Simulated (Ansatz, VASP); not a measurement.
# One calculation of MoP3, two programs

The input INCAR:

```
ALGO = Normal
EDIFF = 1E-7
ENCUT = 520
GGA = PE
ISIF = 2
ISMEAR = 0
LASPH = True
LCHARG = False
LREAL = False
LWAVE = False
NBANDS = 22
NELM = 100
PREC = Accurate
SIGMA = 0.1
```

The input KPOINTS:

```
k-points
0
Gamma
  4 4 4
```

The input POSCAR:

```
MoP3
1.0
    4.0190069532      0.0000000000      0.0000000000
    0.0000000000      4.0190069532      0.0000000000
    0.0000000000      0.0000000000      4.0190069532
Mo P
1 3
Direct
    0.0000000000      0.0000000000      0.0000000000
    0.0000000000      0.5000000000      0.5000000000
    0.5000000000      0.0000000000      0.5000000000
    0.5000000000      0.5000000000      0.0000000000
```

Input for Ansatz:

```yaml
crystal:
  lattice:
    - [4.0190069532, 0.0, 0.0]
    - [0.0, 4.0190069532, 0.0]
    - [0.0, 0.0, 4.0190069532]
  atoms:
    - { symbol: Mo, position: [0.0, 0.0, 0.0] }
    - { symbol: P, position: [0.0, 0.5, 0.5] }
    - { symbol: P, position: [0.5, 0.0, 0.5] }
    - { symbol: P, position: [0.5, 0.5, 0.0] }
basis:
  ecutwfc: 420
kpoints:
  mp_grid: { grid: [4, 4, 4] }
hamiltonian:
  xc: pbe
scf:
  occupations: { method: gaussian, width: 0.1 }
  lower_state_search: "off"
output:
  forces: true
  stress: true
  eigenvalues: true
```

Alike in both runs: task single point; functional PBE; k mesh 4 × 4 × 4; occupations gaussian, width 0.1 eV; no spin polarisation.

|  | VASP | Ansatz |
| --- | --- | --- |
| version | VASP 6.6.1 | Ansatz 0.2.0 |
| potentials or method | VASP PAW PBE potentials, release 64 (Mo_sv, P), cutoff 520 eV | scalar-relativistic, plane waves, PAW |
| valence electrons in the cell | 29 | 29 |

|  | VASP | Ansatz | Ansatz less VASP |
| --- | --- | --- | --- |
| gap on the k mesh at the Fermi level (eV) | none | none | - |
| pressure (GPa) | -12.4 | -12.4 | +0.02 |

A gap of «none» marks a metal or a gap that the smearing closes.

The k mesh is coarse, so the values compare programs but aren't converged.
